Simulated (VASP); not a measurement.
Input of a VASP 6.6.1 run:

Contents of INCAR:

```
SYSTEM = Mo
PREC     = Accurate       ! precision mode
ENCUT    = 520            ! plane-wave cutoff, eV
EDIFF    = 1E-7           ! SCF threshold, eV
ISMEAR   = 0              ! smearing method
SIGMA    = 0.1            ! smearing width, eV
LREAL    = .False.        ! projectors in reciprocal space
LASPH    = .True.         ! aspherical terms in the spheres
NELM     = 60             ! most SCF steps
ALGO     = Normal         ! electronic algorithm
ISIF     = 2              ! what is computed and relaxed
LWAVE    = .False.        ! write WAVECAR
LCHARG   = .False.        ! write CHGCAR
LDIPOL   = .True.       
IDIPOL   = 3            
DIPOL    = 0.5 0.5 0.444
GGA      = PE             ! functional
IVDW     = 12             ! dispersion correction
NBANDS   = 96             ! bands
```

KPOINTS

```
Automatic mesh
0
Gamma
  4 4 1
  0 0 0
```

POSCAR

```
Mo
1.0
    5.4216946106      0.0000000000      0.0000000000
   -1.8072315369      5.1116226996      0.0000000000
    0.0000000000      0.0000000000     22.8623951124
Mo
12
Direct
    0.2500000000      0.2500000000      0.3499195933
    0.2500000000      0.7500000000      0.3499195933
    0.7500000000      0.2500000000      0.3499195933
    0.7500000000      0.7500000000      0.3499195933
    0.4997162445      0.5003907597      0.4432787591
    0.4996607280     -0.0015852715      0.4447463676
    0.0014317936      0.5002371561      0.4447430258
    0.0017493866     -0.0015335862      0.4420831391
    0.7447460080      0.7447671133      0.5404010699
    0.7550237690      0.2444048539      0.5357599924
    0.2394993460      0.7601103607      0.5410455440
    0.2557793996      0.2555023169      0.5403184092
```

Potentials or basis: VASP PAW PBE potentials, release 64 (Mo_sv).

Run with:

```console
$ cat potpaw_PBE.64/Mo_sv/POTCAR > POTCAR
$ mpirun -np 1 vasp_std > vasp.out
```

**Question.** Estimate the dispersion energy per atom.

**Answer.** -0.477 eV.

**Question.** Estimate the band gap on the k mesh.

**Answer.** Zero (bands 84 and 85 overlap by 1.73 eV).

**Question.** Estimate the largest force.

**Answer.** 0.694 eV/Å.

Forces in eV/Å, atoms in the order of the input:
```
Mo   0.000  0.005 -0.013
Mo   0.082 -0.063  0.058
Mo  -0.029  0.017  0.059
Mo   0.000  0.004 -0.012
Mo  -0.048  0.037  0.457
Mo   0.024  0.043 -0.108
Mo  -0.038 -0.031 -0.104
Mo  -0.090  0.056  0.597
Mo   0.125  0.241 -0.424
Mo  -0.143  0.116  0.475
Mo   0.318 -0.223 -0.575
Mo  -0.202 -0.201 -0.410
```
